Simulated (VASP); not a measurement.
Wanted: the native input for a VASP 6.6.1 run.

```
Task                   : single point
Functional             : PBE
Potentials or basis    : VASP PAW PBE potentials, release 64 (Si, Ti_sv)
Cutoff                 : 520 eV
k mesh                 : 2 × 2 × 2
Occupations            : fermi-dirac, width 0.05 eV
Spin                   : no spin polarisation
Dipole correction      : no
Further INCAR settings : LREAL = Auto; ALGO = Normal; EDIFF = 1e-06; NBANDS = 52
```

The structure of TiSi16 (a cell with a defect) lies in POSCAR:

```
TiSi16
1.0
    0.0000000000      5.4300000000      5.4300000000
    5.4300000000      0.0000000000      5.4300000000
    5.4300000000      5.4300000000      0.0000000000
Si Ti
16 1
Direct
   -0.0214640884      0.0543186004      0.0374861878
    0.1236924494      0.1018876611      0.2048710866
   -0.0721915285      0.0058563536      0.5805156538
    0.0512430939      0.1755340700      0.6828084715
   -0.0404604052      0.4435911602      0.0592633517
    0.0906721915      0.6839502762      0.1256261510
   -0.0219060773      0.5274493554      0.5244106814
    0.0338766114      0.6254972376      0.6980386740
    0.5037937385      0.0017311234     -0.0253591160
    0.5912799263      0.1671362799      0.1456629834
    0.4291528545      0.0020257827      0.5513812155
    0.6002578269      0.1252302026      0.5939226519
    0.4631399632      0.5180939227      0.0050920810
    0.5994198895      0.6420349908      0.1468047882
    0.4707642726      0.4732320442      0.4976887661
    0.6112062615      0.6003222836      0.6606721915
    0.6998710866      0.7771270718      0.3020441989
```

The input as run:

INCAR

```
SYSTEM = TiSi16
PREC     = Accurate       ! precision mode
ENCUT    = 520            ! plane-wave cutoff, eV
EDIFF    = 1E-6           ! SCF threshold, eV
ISMEAR   = -1             ! smearing method
SIGMA    = 0.05           ! smearing width, eV
LREAL    = Auto         
LASPH    = .TRUE.         ! aspherical terms in the spheres
NELM     = 80             ! most SCF steps
ALGO     = Normal         ! electronic algorithm
ISIF     = 2              ! what is computed and relaxed
LWAVE    = .FALSE.        ! write WAVECAR
LCHARG   = .TRUE.         ! write CHGCAR
GGA      = PE             ! functional
LELF     = .TRUE.         ! ELF
LVHAR    = .TRUE.       
NBANDS   = 52             ! bands
```

KPOINTS

```
regular mesh
0
G
  2 2 2
  0 0 0
```

Potentials or basis: VASP PAW PBE potentials, release 64 (Si, Ti_sv).

Run with:

```console
$ cat potpaw_PBE.64/Si/POTCAR potpaw_PBE.64/Ti_sv/POTCAR > POTCAR
$ mpirun -np 1 vasp_std > vasp.out
```

Results of the run:

The pressure is 6.2 GPa and the largest force is 3.724 eV/Å. The band gap on the k mesh is zero (band 38 reaches 6.99 eV, above the bottom of band 39 at 6.59 eV).

Caveat: the k points lie up to 0.50 Å⁻¹ apart.

Run time: 7.3 min on 1 thread of AMD EPYC 7R43 64-Core Processor (Zen 3), on a shared host, peak memory 0.46 GiB.
